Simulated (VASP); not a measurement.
A run of VASP 6.6.1 is set up as follows.

INCAR

```
SYSTEM = Rb
PREC = Accurate
ENCUT = 400
EDIFF = 1E-6
ISMEAR = 0
SIGMA = 0.1
LREAL = .False.
LASPH = .True.
NELM = 120
ALGO = Normal
ISIF = 2
LWAVE = .False.
LCHARG = .True.
GGA = PS
LELF = .True.
LVHAR = .True.
NBANDS = 36
GGA_COMPAT = .False.
```

The input KPOINTS:

```
regular mesh
0
Gamma
  4 4 4
  0 0 0
```

The input POSCAR:

```
Rb
1.0
    6.3807563900      0.0000000000      0.0000000000
    0.0000000000      6.3807563900      0.0000000000
    0.0000000000      0.0000000000      9.4275858600
Rb
6
Direct
    0.0000000000      0.5000000000      0.2500000000
    0.0000000000      0.5000000000      0.7500000000
    0.5000000000      0.0000000000      0.2500000000
    0.5000000000      0.0000000000      0.7500000000
    0.0000000000      0.0000000000      0.5000000000
    0.5000000000      0.5000000000      0.0000000000
```

Potentials or basis: VASP PAW PBE potentials, release 64 (Rb_sv).

Run with:

```console
$ cat potpaw_PBE.64/Rb_sv/POTCAR > POTCAR
$ mpirun -np 1 vasp_std > vasp.out
```

Task: Estimate the pressure.

Result: 2.2 GPa.

Task: Predict the band gap on the k mesh.

Result: Zero (bands 27 and 28 overlap by 1.18 eV).

Stress tensor (GPa, compression positive):
```
2.15 0.00 0.00
0.00 2.15 0.00
0.00 0.00 2.32
```

Caveat: the PAW data sets were made with another functional, which shifts forces and pressure a little.
